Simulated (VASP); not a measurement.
# Co3F in VASP: single point with PBEsol

Aim: the single point of Co3F with PBEsol.

All numbers are computed with VASP 6.6.1; they aren't measurements. Logs are shortened: lines on timing, memory, paths and dates and some standing lists are left out, and cuts for length are marked.

## Step 1: The cell of the first run

The cell holds a slab with vacuum, 4 atoms: a = 2.456 Å, b = 2.456 Å, c = 22.969 Å, α = 90.00°, β = 90.00°, γ = 120.00°.

## Step 2: Single point, PBEsol, collinear spin, ferromagnetic start

The input, INCAR:

```
SYSTEM = Co3F
ALGO = Normal
DIPOL = 0.5 0.5 0.492
EDIFF = 1E-6
ENCUT = 520
GGA = PS
IDIPOL = 3
ISIF = 2
ISMEAR = 0
ISPIN = 2
LASPH = .TRUE.
LCHARG = .FALSE.
LDIPOL = .TRUE.
LMAXMIX = 4
LORBIT = 11
LREAL = .FALSE.
LWAVE = .FALSE.
MAGMOM = 1.94 1.89 1.94 1
NBANDS = 29
NELM = 150
PREC = Accurate
SIGMA = 0.1
```

The input, KPOINTS:

```
k-points
0
G
  12 12 1
  0 0 0
```

The input, POSCAR:

```
Co3F
1.0
    2.4564222521      0.0000000000      0.0000000000
   -1.2282111260      2.1273240727      0.0000000000
    0.0000000000      0.0000000000     22.9694135642
Co F
3 1
Direct
    0.3333333333      0.6666666667      0.3700573363
    0.6666256584      0.3332513167      0.4544139689
    0.3332508990      0.6665017980      0.5423474160
   -0.3334350269     -0.6668700537      0.6017925579
```

Potentials or basis: VASP PAW PBE potentials, release 64 (Co, F).

Run with:

```bash
> cat potpaw_PBE.64/Co/POTCAR potpaw_PBE.64/F/POTCAR > POTCAR
> mpirun -np 1 vasp_std > vasp.out
```

OUTCAR:

```text
SYSTEM = Co3F
   EDIFF = 1E-6
   ENCUT = 520
   GGA = PS
   ISIF = 2
   ISMEAR = 0
   ISPIN = 2
   LASPH = .TRUE.
   LORBIT = 11
   LREAL = .FALSE.
   NELM = 150
   PREC = Accurate

 ion  position               nearest neighbor table
   1  0.333  0.667  0.370-   2 2.40   2 2.40   2 2.40
   2  0.667  0.333  0.454-   1 2.40   1 2.40   1 2.40   3 2.47   3 2.47   3 2.47
   3  0.333  0.667  0.542-   4 1.97   4 1.97   4 1.97   2 2.47   2 2.47   2 2.47
   4  0.667  0.333  0.602-   3 1.97   3 1.97   3 1.97

  LATTYP: Found a hexagonal cell.
 ALAT       =     2.4564222521
 C/A-ratio  =     9.3507594407

  Lattice vectors:

 A1 = (   2.4564222521,   0.0000000000,   0.0000000000)
 A2 = (  -1.2282111260,   2.1273240727,   0.0000000000)
 A3 = (   0.0000000000,   0.0000000000,  22.9694135642)

Analysis of symmetry for initial positions (statically):
=====================================================================
 Subroutine PRICEL returns:
 Original cell was already a primitive cell.

 Routine SETGRP: Setting up the symmetry group for a
 hexagonal supercell.

 Subroutine GETGRP returns: Found  2 space group operations
 (whereof  2 operations were pure point group operations)
 out of a pool of 24 trial point group operations.

The static configuration has the point symmetry C_1h.

Analysis of symmetry for dynamics (positions and initial velocities):
=====================================================================
 Subroutine PRICEL returns:
 Original cell was already a primitive cell.

 Routine SETGRP: Setting up the symmetry group for a
 hexagonal supercell.

 Subroutine GETGRP returns: Found  2 space group operations
 (whereof  2 operations were pure point group operations)
 out of a pool of 24 trial point group operations.

The dynamic configuration has the point symmetry C_1h.

Analysis of structural, dynamic, and magnetic symmetry:
=====================================================================
 Subroutine PRICEL returns:
 Original cell was already a primitive cell.

 Routine SETGRP: Setting up the symmetry group for a
 hexagonal supercell.

 Subroutine GETGRP returns: Found  2 space group operations
 (whereof  2 operations were pure point group operations)
 out of a pool of 24 trial point group operations.

The overall configuration has the point symmetry C_1h.

 Subroutine INISYM returns: Found  2 space group operations
[... 132 lines left out ...]
 spin polarized calculation
 Gauss-broadening in eV      SIGMA  =   0.10
  energy-cutoff  :      520.00
  volume of cell :      120.03
 maximum number of plane-waves:      3288
   NGX =  9   NGY =  9   NGZ = 85

 dipolmoment           0.000000      0.000000     -0.055055 electrons x Angstroem

 number of electron      33.9999984 magnetization       5.6054090

 dipolmoment           0.000000      0.000000      0.061297 electrons x Angstroem

 Free energy of the ion-electron system (eV)
  ---------------------------------------------------
  ext. energy  EPLUGINS =         0.00000000
  ---------------------------------------------------
  free energy    TOTEN  =       -26.10701356 eV

  energy without entropy =      -26.08790610  energy(sigma->0) =      -26.09745983

 E-fermi :  -1.1781     XC(G=0):  -4.9446

 val. band max:       -1.1884735751   @ k =   0.0000   0.2500   0.0000
 cond. band min:      -1.1767114403   @ k =   0.3333   0.0000   0.0000
 fundamental gap:      0.0117621349
 Fermi energy:        -1.1781130326

 spin component 1

 k-point     1 :       0.0000    0.0000    0.0000
  band No.  band energies     occupation
      1     -26.0272      1.00000
      2     -10.0957      1.00000
      3      -8.8176      1.00000
      4      -6.9899      1.00000
      5      -5.7980      1.00000
      6      -5.7979      1.00000
[... 757 lines left out ...]
     28      10.4342      0.00000
     29      11.5170      0.00000

 [... further k-points ...]

 spin component 2

 k-point     1 :       0.0000    0.0000    0.0000
  band No.  band energies     occupation
      1     -25.6406      1.00000
      2      -9.9246      1.00000
      3      -8.5145      1.00000
      4      -6.4878      1.00000
      5      -4.7816      1.00000
      6      -4.7814      1.00000
[... 757 lines left out ...]
     28      10.5257      0.00000
     29      11.6268      0.00000

 [... further k-points ...]

------------------------ aborting loop because EDIFF is reached ----------------------------------------

 vacuum level on the upper side and lower side of the slab       (xc-potential included)         1.036        -1.040

  FORCE on cell =-STRESS in cart. coord.  units (eV):
  Direction    XX          YY          ZZ          XY          YZ          ZX
  --------------------------------------------------------------------------------------
  -------------------------------------------------------------------------------------
  Total        2.3916433      2.3918961     -0.2433723      0.0000000      0.0016509      0.0000000
  in kB       31.9242279     31.9276020     -3.2485915      0.0000000      0.0220370      0.0000000
  external PRESSURE =      20.2010794 kB  Pullay stress =       0.0000000 kB

 VOLUME and BASIS-vectors are now :
 -----------------------------------------------------------------------------
  energy-cutoff  :      520.00
  volume of cell :      120.03
      direct lattice vectors                 reciprocal lattice vectors
     2.456422252  0.000000000  0.000000000     0.407096133  0.235037062  0.000000000
    -1.228211126  2.127324073  0.000000000     0.000000000  0.470074124  0.000000000
     0.000000000  0.000000000 22.969413564     0.000000000  0.000000000  0.043536157

 POSITION                                       TOTAL-FORCE (eV/Angst)
 -----------------------------------------------------------------------------------
     -0.00000      1.41822      8.50000        -0.000000     -0.000329      0.057023
      1.22821      0.70893     10.43762         0.000000      0.000045     -0.016908
      0.00000      1.41787     12.45740        -0.000000     -0.000096     -0.037733
      1.22821      0.70868     13.82282         0.000000      0.000380     -0.002381
 -----------------------------------------------------------------------------------
    total drift:                               -0.000001      0.000002     -0.000394

  FREE ENERGIE OF THE ION-ELECTRON SYSTEM (eV)
  ---------------------------------------------------
  free  energy   TOTEN  =       -26.1070135600 eV

  energy  without entropy=      -26.0879061001  energy(sigma->0) =      -26.09745983

 vacuum level on the upper side and lower side of the slab         6.047         3.925

 total charge

# of ion       s       p       d       tot
------------------------------------------
    1        0.499   0.448   7.255   8.202
    2        0.505   0.572   7.295   8.373
    3        0.441   0.566   7.272   8.279
    4        1.750   4.306   0.000   6.056
--------------------------------------------------
tot          3.194   5.892  21.823  30.909

 magnetization (x)

# of ion       s       p       d       tot
------------------------------------------
    1       -0.011  -0.045   1.736   1.681
    2       -0.013  -0.049   1.700   1.638
    3       -0.012  -0.031   2.120   2.077
    4        0.005   0.201   0.000   0.206
--------------------------------------------------
tot         -0.031   0.076   5.557   5.602
```

OSZICAR:

```text
N       E                     dE             d eps       ncg     rms          rms(c)
DAV:   1     0.298796402493E+03    0.29880E+03   -0.14875E+04  4988   0.115E+03
DAV:   2     0.702588396823E+01   -0.29177E+03   -0.26346E+03  5343   0.284E+02
DAV:   3    -0.289701290887E+02   -0.35996E+02   -0.34625E+02  5693   0.122E+02
[... 30 lines left out ...]
DAV:  34    -0.261069894473E+02   -0.19305E-04   -0.35751E-07  4172   0.397E-03    0.410E-03
DAV:  35    -0.261070009947E+02   -0.11547E-04   -0.15772E-07  3960   0.191E-03    0.337E-03
DAV:  36    -0.261070085275E+02   -0.75328E-05   -0.13752E-07  4013   0.258E-03    0.240E-03
DAV:  37    -0.261070116934E+02   -0.31660E-05   -0.84190E-08  3862   0.192E-03    0.149E-03
DAV:  38    -0.261070131670E+02   -0.14736E-05   -0.42425E-08  3960   0.979E-04    0.135E-03
DAV:  39    -0.261070135600E+02   -0.39302E-06   -0.41343E-08  3884   0.210E-03
   1 F= -.26107014E+02 E0= -.26097460E+02  d E =-.191075E-01  mag=     5.6054
```

stdout:

```text
POSCAR found type information on POSCAR CoF
 POSCAR found :  2 types and       4 ions
 scaLAPACK will be used
 -----------------------------------------------------------------------------
|                                                                             |
|                                                                             |
|     You enforced a specific xc type in the INCAR file but a different       |
|     I HOPE YOU KNOW WHAT YOU ARE DOING!                                     |
|                                                                             |
 -----------------------------------------------------------------------------

 LDA part: xc-table for (Slater+PW92), standard interpolation
 POSCAR, INCAR and KPOINTS ok, starting setup
 FFT: planning ... GRIDC
 FFT: planning ... GRID_SOFT
 FFT: planning ... GRID
 WAVECAR not read
 entering main loop
```

It took 13 min on 1 thread of Intel Xeon Platinum 8259CL at 2.50GHz (Skylake/Cascade Lake), shared host; peak memory 0.41 GiB.

Results:

- Free energy: -26.1070 eV
- Largest force: 0.057 eV/Å
- Net moment: 5.61 μB per cell
- Site moments: Co +1.68, +1.64, +2.08; F +0.21 μB
- Valence electrons inside the program's atomic spheres: Co 8.20, 8.37, 8.28; F 6.06

Forces on the atoms (eV/Å):
```
Co   0.000  0.000  0.057
Co   0.000  0.000 -0.017
Co   0.000  0.000 -0.038
F    0.000  0.000 -0.002
```

Caveat: the PAW data sets were made with another functional, which shifts forces and pressure a little. With open d or f shells a metallic result of PBEsol can be an artefact of self-interaction; +U or a hybrid may open a gap.
